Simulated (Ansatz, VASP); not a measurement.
# NbAl2N3: VASP beside Ansatz

```
CELL_PARAMETERS angstrom
2.90740 0.00000 0.00000
-1.45370 2.51788 0.00000
0.00000 0.00000 7.59608
ATOMIC_POSITIONS crystal
Al 0.33333 0.66667 0.65503
Al 0.66667 0.33333 0.34497
Nb 0.00000 0.00000 0.00000
N 0.66667 0.33333 0.80365
N 0.33333 0.66667 0.19635
N 0.00000 0.00000 0.50000
```

Alike in both runs: functional PBE; k mesh 4 × 4 × 2; occupations gaussian, width 0.15 eV; no spin polarisation.

Ansatz relaxed the structure, and its values are those at the end. VASP's run is a single point on that final structure, the one shown.

|  | VASP | Ansatz |
| --- | --- | --- |
| version | VASP 6.6.1 | Ansatz 0.2.0 |
| potentials or method | VASP PAW PBE potentials, release 64 (Al, Nb_sv, N), cutoff 600 eV | scalar-relativistic, plane waves, PAW |
| valence electrons in the cell | 34 | 34 |

```csv
,VASP,Ansatz,Ansatz less VASP
gap on the k mesh at the Fermi level (eV),0.55,0.55,+0.001
least direct gap on the mesh (eV),0.65,0.65,0.000
pressure (GPa),-0.9,-0.5,+0.48
rms of the force components (eV/Å),0.010,0.009,-0.0004
```

The functional is the same, so the differences come from potentials, cutoffs and numerics.

The k mesh is coarse, so the values compare programs but aren't converged.
